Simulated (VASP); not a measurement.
Crystal: AlN.

```
CELL_PARAMETERS angstrom
0.00000 2.15448 2.15448
2.15448 0.00000 2.15448
2.15448 2.15448 0.00000
ATOMIC_POSITIONS crystal
Al 0.00000 0.00000 0.00000
N 0.25000 0.25000 0.25000
```

This cell differs from its parent crystal: volume scaled by 0.96.

Base run:

- Program: VASP 6.6.1
- Functional: PBE
- Potentials or basis: VASP PAW PBE potentials, release 64 (Al, N)
- Cutoff: 520 eV
- k mesh: 10 × 10 × 10
- Occupations: fermi-dirac, width 0.05 eV
- Spin: no spin polarisation

Its results: band gap on the k mesh 3.34 eV, indirect (least direct gap 4.56 eV); pressure 13.9 GPa.

**Question.** The run is repeated on the same cell with these changes: cutoff from 520 eV to 600 eV; dispersion from none to D4. What comes out?

**Answer.** Band gap on the k mesh 3.34 eV, indirect (least direct gap 4.56 eV); pressure 8.7 GPa.

A k mesh can miss the band edges.
